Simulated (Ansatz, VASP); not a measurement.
# One calculation of InP, two programs

Contents of INCAR:

```
PREC = Accurate ; ENCUT = 520
EDIFF = 1E-7 ; ISMEAR = 0
SIGMA = 0.02 ; LREAL = False
LASPH = True ; NELM = 100
ALGO = Normal ; ISIF = 2
LWAVE = False ; LCHARG = False
GGA = PE ; NBANDS = 16
```

KPOINTS

```
regular mesh
0
Gamma
  8 8 8
```

File POSCAR:

```
InP
1.0
    0.0000000000      2.9305000000      2.9305000000
    2.9305000000      0.0000000000      2.9305000000
    2.9305000000      2.9305000000      0.0000000000
In P
1 1
Direct
    0.0000000000      0.0000000000      0.0000000000
    0.7500000000      0.7500000000      0.7500000000
```

File input.yaml:

```yaml
crystal:
  lattice:
    - [0.0, 2.9305, 2.9305]
    - [2.9305, 0.0, 2.9305]
    - [2.9305, 2.9305, 0.0]
  atoms:
    - { symbol: In, position: [0.0, 0.0, 0.0] }
    - { symbol: P, position: [0.75, 0.75, 0.75] }
kpoints:
  mp_grid: { grid: [8, 8, 8] }
scf:
  occupations: { method: gaussian, width: 0.02 }
hamiltonian:
  xc: pbe
  pseudopotentials: { kind: all_electron, lapw: { basis_error: 0.001 } }
output:
  forces: true
  stress: true
  eigenvalues: true
```

Alike in both runs: task single point; functional PBE; k mesh 8 × 8 × 8; occupations gaussian, width 0.02 eV; no spin polarisation.

|  | VASP | Ansatz |
| --- | --- | --- |
| version | VASP 6.6.1 | Ansatz 0.2.0 |
| potentials or method | VASP PAW PBE potentials, release 64 (In_d, P), cutoff 520 eV | all-electron LAPW, scalar-relativistic |

|  | VASP | Ansatz | Ansatz less VASP |
| --- | --- | --- | --- |
| gap on the k mesh at the Fermi level (eV) | 0.71 | 0.71 | +0.002 |
| least direct gap on the mesh (eV) | 0.71 | 0.71 | +0.002 |
| pressure (GPa) | 3.3 | 3.3 | +0.05 |

Ansatz ran all-electron here, and VASP with PAW potentials.
